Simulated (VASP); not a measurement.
Rb4BaSe3:

```
CELL_PARAMETERS angstrom
-4.62500 4.62500 6.52500
4.62500 -4.62500 6.52500
4.62500 4.62500 -6.52500
ATOMIC_POSITIONS crystal
Rb 0.30700 0.51300 0.50000
Rb 0.98700 0.19300 0.50000
Rb 0.01300 0.80700 0.50000
Rb 0.69300 0.48700 0.50000
Rb 0.80700 0.30700 0.79400
Rb 0.48700 0.98700 0.79400
Rb 0.51300 0.01300 0.20600
Rb 0.19300 0.69300 0.20600
Ba 0.00000 0.00000 0.00000
Ba 0.50000 0.50000 0.00000
Se 0.34000 0.16000 0.50000
Se 0.66000 0.84000 0.50000
Se 0.75000 0.75000 0.00000
Se 0.25000 0.25000 0.00000
Se 0.84000 0.34000 0.18000
Se 0.16000 0.66000 0.82000
```

* Program: VASP 6.6.1
* Task: relaxation of cell and atoms
* Functional: PBE
* Potentials or basis: VASP PAW PBE potentials, release 64 (Rb_sv, Ba_sv, Se)
* Cutoff: 600 eV
* k mesh: 2 × 2 × 2
* Occupations: gaussian, width 0.15 eV
* Spin: no spin polarisation

At the start: pressure 0.9 GPa; volume 34.89 Å³/atom.

Task: How do energy, volume and symmetry change on relaxing?

Result: Over 7 steps the energy falls by 15.9 meV/atom and the volume is 37.14 Å³/atom (+6.4 %); space group I4/mcm (No. 140, to 0.1 Å) before and after.

Step by step:
```tsv
step	energy change (eV)	largest force (eV/Å)	pressure (GPa)	volume (Å³)
1	0.0000	0.3185	0.89	558.30
2	-0.0955	0.3086	0.28	574.04
3	-0.1361	0.2982	-0.41	595.25
4	-0.1927	0.2058	-0.29	595.12
5	-0.2388	0.1159	0.00	594.83
6	-0.2390	0.1063	-0.02	594.85
7	-0.2536	0.0718	0.00	594.26
```

Final structure:
```cif
data_structure
_symmetry_space_group_name_H-M 'P 1'
_symmetry_Int_Tables_number 1
_cell_length_a 9.4533
_cell_length_b 9.4533
_cell_length_c 9.4533
_cell_angle_alpha 120.339
_cell_angle_beta 120.339
_cell_angle_gamma 89.414
_cell_volume 594.26
loop_
_atom_site_label
_atom_site_type_symbol
_atom_site_fract_x
_atom_site_fract_y
_atom_site_fract_z
_atom_site_occupancy
Rb1 Rb 0.30097 0.50113 0.50000 1
Rb2 Rb 0.99887 0.19903 0.50000 1
Rb3 Rb 0.00113 0.80097 0.50000 1
Rb4 Rb 0.69903 0.49887 0.50000 1
Rb5 Rb 0.80097 0.30097 0.79984 1
Rb6 Rb 0.49887 0.99887 0.79984 1
Rb7 Rb 0.50113 0.00113 0.20016 1
Rb8 Rb 0.19903 0.69903 0.20016 1
Ba1 Ba 0.00000 0.00000 0.00000 1
Ba2 Ba 0.50000 0.50000 0.00000 1
Se1 Se 0.33923 0.16077 0.50000 1
Se2 Se 0.66077 0.83923 0.50000 1
Se3 Se 0.75000 0.75000 0.00000 1
Se4 Se 0.25000 0.25000 0.00000 1
Se5 Se 0.83923 0.33923 0.17846 1
Se6 Se 0.16077 0.66077 0.82154 1
```

Caveat: the relaxation stopped at a loose force limit of 0.08 eV/Å, so its end isn't a converged minimum.
